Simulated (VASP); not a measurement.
# AgB2 in VASP: single point with PBE

Aim: the single point of AgB2 with PBE.

All numbers are computed with VASP 6.6.1; they aren't measurements. Logs are shortened: lines on timing, memory, paths and dates and some standing lists are left out, and cuts for length are marked.

**1. The cell of the first run**

The typed cell holds 3 atoms: a = 3.013 Å, b = 3.013 Å, c = 3.254 Å, α = 90.00°, β = 90.00°, γ = 120.00°.

**2. Single point, PBE**

File INCAR:

```
PREC     = Accurate       # precision mode
ENCUT    = 520            # plane-wave cutoff, eV
EDIFF    = 1E-6           # SCF threshold, eV
ISMEAR   = -1             # smearing method
SIGMA    = 0.1            # smearing width, eV
LREAL    = F              # projectors in reciprocal space
LASPH    = T              # aspherical terms in the spheres
NELM     = 100            # most SCF steps
ALGO     = Normal         # electronic algorithm
ISIF     = 2              # what is computed and relaxed
LWAVE    = F              # write WAVECAR
LCHARG   = F              # write CHGCAR
GGA      = PE             # functional
NBANDS   = 16             # bands
```

File KPOINTS:

```
regular mesh
0
Gamma
  13 13 10
```

File POSCAR:

```
AgB2
1.0
    3.0130280000      0.0000000000      0.0000000000
   -1.5065140000      2.6093630000      0.0000000000
    0.0000000000      0.0000000000      3.2540700000
B Ag
2 1
Direct
    0.3333000000      0.6667000000      0.5000000000
    0.6666000000      0.3333000000      0.5000000000
    0.0000000000      0.0000000000      0.0000000000
```

Potentials or basis: VASP PAW PBE potentials, release 64 (B, Ag).

On the command line:

```console
$ cat potpaw_PBE.64/B/POTCAR potpaw_PBE.64/Ag/POTCAR > POTCAR
$ mpirun -np 1 vasp_std > vasp.out
```

OUTCAR:

```text
PREC = Accurate
   ENCUT = 520
   EDIFF = 1E-6
   ISMEAR = -1
   LREAL = F
   LASPH = T
   NELM = 100
   ISIF = 2
   GGA = PE

 ion  position               nearest neighbor table
   1  0.333  0.667  0.500-   2 1.74   2 1.74   2 1.74   3 2.38   3 2.38   3 2.38   3 2.38   3 2.38
                             3 2.38
   2  0.667  0.333  0.500-   1 1.74   1 1.74   1 1.74   3 2.38   3 2.38   3 2.38   3 2.38   3 2.38
                             3 2.38
   3  0.000  0.000  0.000-   2 2.38   2 2.38   1 2.38   1 2.38   2 2.38   2 2.38   1 2.38   1 2.38
                             2 2.38   2 2.38   1 2.38   1 2.38

  LATTYP: Found a hexagonal cell.
 ALAT       =     3.0130280000
 C/A-ratio  =     1.0799999203

  Lattice vectors:

 A1 = (   3.0130280000,   0.0000000000,   0.0000000000)
 A2 = (  -1.5065140000,   2.6093630000,   0.0000000000)
 A3 = (   0.0000000000,   0.0000000000,   3.2540700000)

Analysis of symmetry for initial positions (statically):
=====================================================================
 Subroutine PRICEL returns:
 Original cell was already a primitive cell.

 Routine SETGRP: Setting up the symmetry group for a
 hexagonal supercell.

 Subroutine GETGRP returns: Found  4 space group operations
 (whereof  4 operations were pure point group operations)
 out of a pool of 24 trial point group operations.

The static configuration has the point symmetry C_2v.

Analysis of symmetry for dynamics (positions and initial velocities):
=====================================================================
 Subroutine PRICEL returns:
 Original cell was already a primitive cell.

 Routine SETGRP: Setting up the symmetry group for a
 hexagonal supercell.

 Subroutine GETGRP returns: Found  4 space group operations
 (whereof  4 operations were pure point group operations)
 out of a pool of 24 trial point group operations.

The dynamic configuration has the point symmetry C_2v.

 Subroutine INISYM returns: Found  4 space group operations
 (whereof  4 operations are pure point group operations),
 and found     1 'primitive' translations

----------------------------------------------------------------------------------------

                                     Primitive cell

  volume of cell :      25.5838

  direct lattice vectors                    reciprocal lattice vectors
     3.013028000  0.000000000  0.000000000     0.331892037  0.191617648  0.000000000
    -1.506514000  2.609363000  0.000000000     0.000000000  0.383235295  0.000000000
     0.000000000  0.000000000  3.254070000     0.000000000  0.000000000  0.307307464

  length of vectors
     3.013028000  3.013031646  3.254070000     0.383235759  0.383235295  0.307307464

  position of ions in fractional coordinates (direct lattice)
     0.333300000  0.666700000  0.500000000
     0.666600000  0.333300000  0.500000000
     0.000000000  0.000000000  0.000000000

  ion indices of the primitive-cell ions
   primitive index   ion index
                 1           1
                 2           2
                 3           3

----------------------------------------------------------------------------------------

 KPOINTS: regular mesh

Automatic generation of k-mesh.
 Grid dimensions read from file:
 generate k-points for:   13   13   10

 Generating k-lattice:

  Cartesian coordinates                     Fractional coordinates (reciprocal lattice)
     0.025530157  0.014739819  0.000000000     0.076923077  0.000000000  0.000000000
     0.000000000  0.029479638  0.000000000     0.000000000  0.076923077  0.000000000
     0.000000000  0.000000000  0.030730746     0.000000000  0.000000000  0.100000000

  Length of vectors
     0.029479674  0.029479638  0.030730746

  Shift w.r.t. Gamma in fractional coordinates (k-lattice)
     0.000000000  0.000000000  0.000000000

 Subroutine IBZKPT returns following result:
 ===========================================

 Found    294 irreducible k-points:

 Following reciprocal coordinates:
            Coordinates               Weight
  0.000000  0.000000  0.000000      1.000000
  0.076923 -0.000000  0.000000      4.000000
  0.000000  0.076923  0.000000      2.000000
  0.153846 -0.000000  0.000000      4.000000
  0.000000  0.153846  0.000000      2.000000
  0.230769 -0.000000  0.000000      4.000000
[... 16 lines left out ...]
 -0.076923  0.384615  0.000000      4.000000
 -0.384615  0.307692  0.000000      4.000000
 [... further k-points ...]
   k-points           NKPTS =    294   k-points in BZ     NKDIM =    294   number of bands    NBANDS=     16
   number of dos      NEDOS =    301   number of ions     NIONS =      3
   total plane-waves  NPLWV =  13824
   dimension x,y,z NGX =    24 NGY =   24 NGZ =   24
   dimension x,y,z NGXF=    48 NGYF=   48 NGZF=   48
   ions per type =               2   1
   NGX,Y,Z   is equivalent  to a cutoff of  13.24, 13.24, 12.26 a.u.
   NGXF,Y,Z  is equivalent  to a cutoff of  26.48, 26.48, 24.52 a.u.
 SYSTEM =  unknown system
   PREC   = accura    normal or accurate (medium, high low for compatibility)
   ISTART =      0    job   : 0-new  1-cont  2-samecut
   ICHARG =      2    charge: 1-file 2-atom 10-const
   ISPIN  =      1    spin polarized calculation?
   LNONCOLLINEAR =      F non collinear calculations
   LSORBIT =      F    spin-orbit coupling
   LASPH  =      T    aspherical Exc in radial PAW
   ENCUT  =  520.0 eV  38.22 Ry    6.18 a.u.   5.60  5.60  6.05*2*pi/ulx,y,z
   NELM   =    100;   NELMIN=  2; NELMDL= -5     # of ELM steps
   EDIFF  = 0.1E-05   stopping-criterion for ELM
   LREAL  =      F    real-space projection
   EDIFFG = 0.1E-04   stopping-criterion for IOM
   NSW    =      0    number of steps for IOM
   IBRION =     -1    ionic relax: 0-MD 1-quasi-New 2-CG
   NFREE  =      0    steps in history (QN), initial steepest desc. (CG)
   ISIF   =      2    stress and relaxation
   ISYM   =      2    0-nonsym 1-usesym 2-fastsym
   POTIM  = 0.5000    time-step for ionic-motion
   TEBEG  =    0.0;   TEEND  =   0.0 temperature during run
   PSTRESS=    0.0 pullay stress
   NELECT =      17.0000    total number of electrons
   NUPDOWN=      -1.0000    fix difference up-down
   EMIN   =  10.00;   EMAX   =-10.00  energy-range for DOS
   EFERMI =   0.00;   METHOD = LEGACY
   ISMEAR =    -1;   SIGMA  =   0.10  broadening in eV -4-tet -1-fermi 0-gaus
   EFERMI_NEDOS =   21; number of points for ismear=-14 and -15
   IALGO  =     38    algorithm
   IMIX   =      4    mixing-type and parameters
     AMIX     =   0.40;   BMIX     =  1.00
     AMIX_MAG =   1.60;   BMIX_MAG =  1.00
  volume/ion in A,a.u.               =       8.53        57.55
  Fermi-wavevector in a.u.,A,eV,Ry     =   1.428575  2.699615 27.767119  2.040826
  Thomas-Fermi vector in A             =   2.548622
   LORBIT       =      0    0 simple, 1 ext, 2 COOP (PROOUT), +10 PAW based schemes
   GGA     = PE    functional components
   LHFCALC =     F    Hartree Fock is set to
   AEXX    =    0.0000 exact exchange contribution
   IVDW    =     0    specifies the selected vdW correction
   LEPSILON=     F    determine dielectric tensor
   LRPA    =     F    only Hartree local field effects (RPA)
 non-spin polarized calculation
  energy-cutoff  :      520.00
  volume of cell :       25.58
 maximum number of plane-waves:       708
   NGX = 11   NGY = 11   NGZ = 13

 number of electron      16.9999995 magnetization

 Free energy of the ion-electron system (eV)
  ---------------------------------------------------
  ext. energy  EPLUGINS =         0.00000000
  ---------------------------------------------------
  free energy    TOTEN  =       -13.38278448 eV

  energy without entropy =      -13.34123748  energy(sigma->0) =      -13.36201098

 E-fermi :  10.5434     XC(G=0): -13.2303

 val. band max:       10.5418370090   @ k =   0.0769   0.0769   0.3000
 cond. band min:      10.5502675907   @ k =  -0.1538   0.0769   0.2000
 fundamental gap:      0.0084305817
 Fermi energy:        10.5433963567

 k-point     1 :       0.0000    0.0000    0.0000
  band No.  band energies     occupation
      1      -3.7352      2.00000
      2       3.4775      2.00000
      3       3.9790      2.00000
      4       3.9792      2.00000
      5       5.5040      2.00000
      6       5.5041      2.00000
[... 8 lines left out ...]
     15      27.1962      0.00000
     16      29.4610      0.00000

 k-point     2 :       0.0769   -0.0000    0.0000
  band No.  band energies     occupation
      1      -3.6211      2.00000
      2       3.5286      2.00000
      3       3.8823      2.00000
      4       4.0545      2.00000
      5       5.1791      2.00000
      6       5.4869      2.00000
[... 8 lines left out ...]
     15      27.4483      0.00000
     16      29.5543      0.00000

 k-point     3 :       0.0000    0.0769    0.0000
  band No.  band energies     occupation
      1      -3.6211      2.00000
      2       3.5286      2.00000
      3       3.8821      2.00000
      4       4.0546      2.00000
      5       5.1792      2.00000
      6       5.4868      2.00000
[... 8 lines left out ...]
     15      27.4484      0.00000
     16      29.5548      0.00000

 k-point     4 :       0.1538   -0.0000    0.0000
  band No.  band energies     occupation
      1      -3.2834      2.00000
      2       3.5960      2.00000
      3       3.6727      2.00000
      4       4.2741      2.00000
      5       4.6178      2.00000
      6       5.4397      2.00000
[... 8 lines left out ...]
     15      28.0270      0.00000
     16      29.8130      0.00000
[... 324 lines left out ...]
 k-point    22 :       0.3077    0.0769    0.0000
  band No.  band energies     occupation
      1      -1.4985      2.00000
      2       2.3301      2.00000
      3       3.5938      2.00000
      4       3.6989      2.00000
      5       5.1933      2.00000
      6       5.2883      2.00000
[... 8 lines left out ...]
     15      26.3185      0.00000
     16      26.8759      0.00000

 k-point    23 :      -0.0769    0.3846    0.0000
  band No.  band energies     occupation
      1      -1.4986      2.00000
      2       2.3300      2.00000
      3       3.5940      2.00000
      4       3.6989      2.00000
      5       5.1932      2.00000
      6       5.2883      2.00000
[... 8 lines left out ...]
     15      26.3193      0.00000
     16      26.8772      0.00000

 k-point    24 :      -0.3846    0.3077    0.0000
  band No.  band energies     occupation
      1      -1.4985      2.00000
      2       2.3302      2.00000
      3       3.5937      2.00000
      4       3.6988      2.00000
      5       5.1934      2.00000
      6       5.2882      2.00000
[... 8 lines left out ...]
     15      26.3179      0.00000
     16      26.8760      0.00000

 [... further k-points ...]

------------------------ aborting loop because EDIFF is reached ----------------------------------------

  FORCE on cell =-STRESS in cart. coord.  units (eV):
  Direction    XX          YY          ZZ          XY          YZ          ZX
  --------------------------------------------------------------------------------------
  -------------------------------------------------------------------------------------
  Total        6.0468621      6.0490404     11.4005038      0.0000000      0.0000000      0.0000000
  in kB      378.6832418    378.8196621    713.9537282      0.0000000      0.0000000      0.0000000
  external PRESSURE =     490.4855440 kB  Pullay stress =       0.0000000 kB

 VOLUME and BASIS-vectors are now :
 -----------------------------------------------------------------------------
  energy-cutoff  :      520.00
  volume of cell :       25.58
      direct lattice vectors                 reciprocal lattice vectors
     3.013028000  0.000000000  0.000000000     0.331892037  0.191617648  0.000000000
    -1.506514000  2.609363000  0.000000000     0.000000000  0.383235295  0.000000000
     0.000000000  0.000000000  3.254070000     0.000000000  0.000000000  0.307307464

 POSITION                                       TOTAL-FORCE (eV/Angst)
 -----------------------------------------------------------------------------------
     -0.00015      1.73966      1.62704         0.000207     -0.000264      0.000000
      1.50636      0.86970      1.62704         0.000207      0.000264      0.000000
      0.00000      0.00000      0.00000        -0.000414      0.000000      0.000000
 -----------------------------------------------------------------------------------
    total drift:                               -0.000000     -0.000000      0.000000

  FREE ENERGIE OF THE ION-ELECTRON SYSTEM (eV)
  ---------------------------------------------------
  free  energy   TOTEN  =       -13.3827844808 eV

  energy  without entropy=      -13.3412374759  energy(sigma->0) =      -13.36201098
```

It took 96 s on 1 thread of Intel Xeon 8259CL, shared host; peak memory 0.23 GiB.

Results:

```yaml
Free_energy: -13.3828 eV
Pressure: 49.0 GPa
Band_gap_on_the_k_mesh: zero (an odd number of electrons rules out a gap without spin polarisation)
```

Stress tensor (GPa, compression positive):
```
37.87  0.00  0.00
 0.00 37.88  0.00
 0.00  0.00 71.40
```

Levels at points of the mesh, in eV from the Fermi level:
```tsv
k point	band 7	band 8	band 9	band 10	band 11	band 12
(0.00, 0.00, 0.00)	-3.19	1.04	1.04	5.57	5.58	5.60
(0.00, 0.00, 0.50)	-4.77	-0.25	-0.24	6.64	9.02	9.02
```

Caveat: the cell stands under pressure.
